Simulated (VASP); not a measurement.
Input of a VASP 6.6.1 run:

INCAR

```
SYSTEM = TaAs3
PREC = Accurate
ENCUT = 600
EDIFF = 1E-7
ISMEAR = 0
SIGMA = 0.2
LREAL = .False.
LASPH = .True.
NELM = 60
ALGO = Normal
ISIF = 3
LWAVE = .False.
LCHARG = .False.
GGA = PE
IBRION = 2
NSW = 36
EDIFFG = -0.08
```

The input KPOINTS:

```
regular mesh
0
Gamma
  4 4 4
  0 0 0
```

Contents of POSCAR:

```
TaAs3
1.0
   -2.7841215500      2.7841215500      6.9708487800
    2.7841215500     -2.7841215500      6.9708487800
    2.7841215500      2.7841215500     -6.9708487800
Ta As
2 6
Direct
    0.7500000000      0.2500000000      0.5000000000
    0.0000000000      0.0000000000      0.0000000000
    0.3750000000      0.6250000000      0.7500000000
    0.8750000000      0.6250000000      0.2500000000
    0.3750000000      0.1250000000      0.7500000000
    0.3750000000      0.6250000000      0.2500000000
    0.5000000000      0.5000000000      0.0000000000
    0.2500000000      0.7500000000      0.5000000000
```

Potentials or basis: VASP PAW PBE potentials, release 64 (Ta_pv, As).

Run with:

```sh
$ cat potpaw_PBE.64/Ta_pv/POTCAR potpaw_PBE.64/As/POTCAR > POTCAR
$ mpirun -np 1 vasp_std > vasp.out
```

**Question.** Estimate the space group after relaxing (to 0.05 Å).

**Answer.** I4_1/amd (No. 141).

**Question.** Estimate the band gap on the k mesh.

**Answer.** Zero (band 26 reaches 4.48 eV, above the bottom of band 27 at 3.93 eV).

**Question.** Estimate the relaxed cell.

**Answer.** a = 10.585 Å, b = 10.585 Å, c = 10.585 Å, α = 156.06°, β = 156.06°, γ = 34.11°.

**Question.** What does it give for the relaxed volume?

**Answer.** 24.38 Å³/atom.

Final structure:
```
CELL_PARAMETERS angstrom
-2.19520 2.19520 10.11999
2.19520 -2.19520 10.11999
2.19520 2.19520 -10.11999
ATOMIC_POSITIONS crystal
Ta 0.75000 0.25000 0.50000
Ta 0.00000 0.00000 0.00000
As 0.37500 0.62500 0.75000
As 0.87500 0.62500 0.25000
As 0.37500 0.12500 0.75000
As 0.37500 0.62500 0.25000
As 0.50000 0.50000 0.00000
As 0.25000 0.75000 0.50000
```

Caveat: the k points lie up to 0.51 Å⁻¹ apart in the final cell; spin-orbit coupling is left out, which moves the levels of the heavy elements.
